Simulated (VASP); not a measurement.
Ga3Bi2As: single point with PBE

Crystal: Ga3Bi2As.

```
As Ga Bi
1.0
    -2.14964    6.45790    3.04482
     2.14964   -6.45790    3.04482
     2.14964    6.45790   -3.04482
As Ga Bi
1 3 2
Direct
  0.00257 0.00257 0.00000
  0.22089 0.72089 0.50000
  0.61250 0.76554 0.84695
  0.91859 0.76554 0.15305
  0.33176 0.99773 0.33403
  0.66369 0.99773 0.66597
```

```
Program                : VASP 6.6.1
Task                   : single point
Functional             : PBE
Potentials or basis    : VASP PAW PBE potentials, release 64 (As, Ga_d, Bi_d)
Cutoff                 : 520 eV
k mesh                 : 6 × 6 × 6
Occupations            : fermi-dirac, width 0.02 eV
Spin                   : no spin polarisation
Dipole correction      : no
Further INCAR settings : ALGO = Normal; EDIFF = 1e-07; NBANDS = 46
```

The pressure is 3.0 GPa. The largest force is 0.097 eV/Å and the band gap on the k mesh is zero (bands 37 and 38 overlap by 0.19 eV).

Forces on the atoms (eV/Å):
```
As   0.000  0.000  0.097
Ga   0.000  0.000 -0.027
Ga   0.000 -0.031 -0.003
Ga   0.000  0.031 -0.003
Bi   0.000 -0.009 -0.032
Bi   0.000  0.009 -0.032
```

Levels at points of the mesh, in eV from the Fermi level:
```csv
k point,band 34,band 35,band 36,band 37,band 38,band 39,band 40,band 41
"(0.00, 0.00, 0.00)",-1.46,-1.13,-0.09,-0.09,0.20,1.17,2.00,2.97
"(0.50, 0.00, 0.00)",-1.81,-1.11,-1.11,-0.76,-0.03,1.51,1.98,2.72
"(0.00, 0.50, 0.00)",-2.54,-2.24,-1.14,-1.12,-0.02,2.69,2.72,3.45
"(0.50, 0.50, 0.00)",-2.74,-2.45,-2.07,-1.75,1.01,1.03,2.64,2.68
"(0.50, 0.50, 0.50)",-2.15,-1.97,-0.80,-0.03,0.67,1.02,1.73,1.81
```

It took 12 min on 1 thread of Intel(R) Xeon(R) Platinum 8488C (Sapphire Rapids), with other jobs on the host, peak memory 0.63 GiB.

Caveat: the cell stands under pressure; spin-orbit coupling is left out, which moves the levels of the heavy elements.
